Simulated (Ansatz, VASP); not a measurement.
**Sb in VASP and in Ansatz**

```
Sb
1.0
     3.13879    0.00000    0.00000
     0.00000    3.13879    0.00000
     0.00000    0.00000    3.13879
Sb
1
Direct
  0.00000 0.00000 0.00000
```

Alike in both runs: task single point; functional LDA; k mesh 8 × 8 × 8; occupations fermi-dirac, width 0.05 eV; no spin polarisation.

```csv
,VASP,Ansatz
version,VASP 6.6.1,Ansatz 0.2.0
potentials or method,"VASP PAW LDA potentials, release 64 (Sb)",Ansatz PAW
plane-wave cutoff (eV),520,420
valence electrons in the cell,5,15
```

```tsv
	VASP	Ansatz	Ansatz less VASP
gap on the k mesh at the Fermi level (eV)	none	none	-
pressure (GPa)	-4.7	-4.9	-0.13
```

LDA's correlation is that of Perdew and Zunger in VASP and of Perdew and Wang (1992) in Ansatz. A gap of «none» marks a metal or a gap that the smearing closes. VASP's potentials hold 5 valence electrons a cell and Ansatz's 15, so a difference there can come from the potentials and not from the codes.

Spin-orbit coupling is off throughout.
